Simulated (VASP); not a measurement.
Wanted: the native input for a VASP 6.6.1 run.

```yaml
Task: relaxation of cell and atoms
Functional: LDA
Potentials_or_basis: VASP PAW LDA potentials, release 64 (Ga_d, P)
Cutoff: 500 eV
k_mesh: 6 × 6 × 6
Occupations: fermi-dirac, width 0.02 eV
Spin: no spin polarisation
Dipole_correction: no
Further_INCAR_settings: ALGO = Normal; EDIFF = 1e-07; IBRION = 2; EDIFFG = -0.03; NSW = 80; ISIF = 3
```

The structure of GaP lies in POSCAR:

```
GaP
1.0
    0.0000000000      2.7200000000      2.7200000000
    2.7200000000      0.0000000000      2.7200000000
    2.7200000000      2.7200000000      0.0000000000
Ga P
1 1
Direct
    0.0000000000      0.0000000000      0.0000000000
    0.2500000000      0.2500000000      0.2500000000
```

These files were run (other wordings do the same):

INCAR

```
  PREC = Accurate
  ENCUT = 500
  EDIFF = 1E-7
  ISMEAR = -1
  SIGMA = 0.02
  LREAL = False
  LASPH = True
  NELM = 120
  ALGO = Normal
  ISIF = 3
  LWAVE = False
  LCHARG = False
  IBRION = 2
  NSW = 80
  EDIFFG = -0.03
  GGA_COMPAT = False
  NELMIN = 4
```

KPOINTS

```
regular mesh
0
Gamma
  6 6 6
```

Potentials or basis: VASP PAW LDA potentials, release 64 (Ga_d, P).

The run is started by

```sh
$ cat potpaw_LDA.64/Ga_d/POTCAR potpaw_LDA.64/P/POTCAR > POTCAR
$ mpirun -np 1 vasp_std > vasp.out
```

It gave:

```
Relaxed volume                        : 19.62 Å³/atom
Relaxed cell                          : a = 3.814 Å, b = 3.814 Å, c = 3.814 Å, α = 60.00°, β = 60.00°, γ = 60.00°
Space group after relaxing (to 0.1 Å) : F-43m (No. 216)
Energy gained by relaxing             : 3.5 meV/atom
Ionic steps                           : 3
Pressure after relaxing               : 0.0 GPa
Band gap on the k mesh                : 1.43 eV (least direct gap 1.89 eV)
```

Run time: 10 s on 1 thread of Intel(R) Xeon(R) 6975P-C (Granite Rapids), with other jobs on the host, peak memory 0.14 GiB.
